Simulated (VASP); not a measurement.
# CaSe: electric field gradients with PBE

Crystal: CaSe.

```
Ca Se
1.0
     0.00000    2.98043    2.98043
     2.98043    0.00000    2.98043
     2.98043    2.98043    0.00000
Ca Se
1 1
Direct
  0.00000 0.00000 0.00000
  0.50000 0.50000 0.50000
```

This cell differs from its parent crystal: volume scaled by 1.025.

| Quantity | Value |
| --- | --- |
| Program | VASP 6.6.1 |
| Task | electric field gradients |
| Functional | PBE |
| Potentials or basis | VASP PAW PBE potentials, release 64 (Ca_sv, Se) |
| Cutoff | 520 eV |
| k mesh | 7 × 7 × 7 |
| Occupations | fermi-dirac, width 0.01 eV |
| Spin | no spin polarisation |
| Dipole correction | no |
| Further INCAR settings | ALGO = Normal; EDIFF = 1e-08; NBANDS = 15 |

```yaml
Pressure: 0.1 GPa
Band_gap_on_the_k_mesh: 2.14 eV, indirect (least direct gap 3.02 eV)
```

Levels at points of the mesh, in eV from the valence-band top:
| k point | band 6 | band 7 | band 8 | band 9 | band 10 | band 11 |
| --- | --- | --- | --- | --- | --- | --- |
| (0.00, 0.00, 0.00) | 0.00 | 0.00 | 0.00 | 3.22 | 3.71 | 3.71 |

Wall time 14 s on 1 thread of Intel(R) Xeon(R) Platinum 8375C CPU @ 2.90GHz (Ice Lake) (shared host), peak memory 0.18 GiB.

Caveat: without QUAD_EFG the Cq values of the log hold for a quadrupole moment of 1 mb, not for the nuclei. A k mesh can miss the band edges.
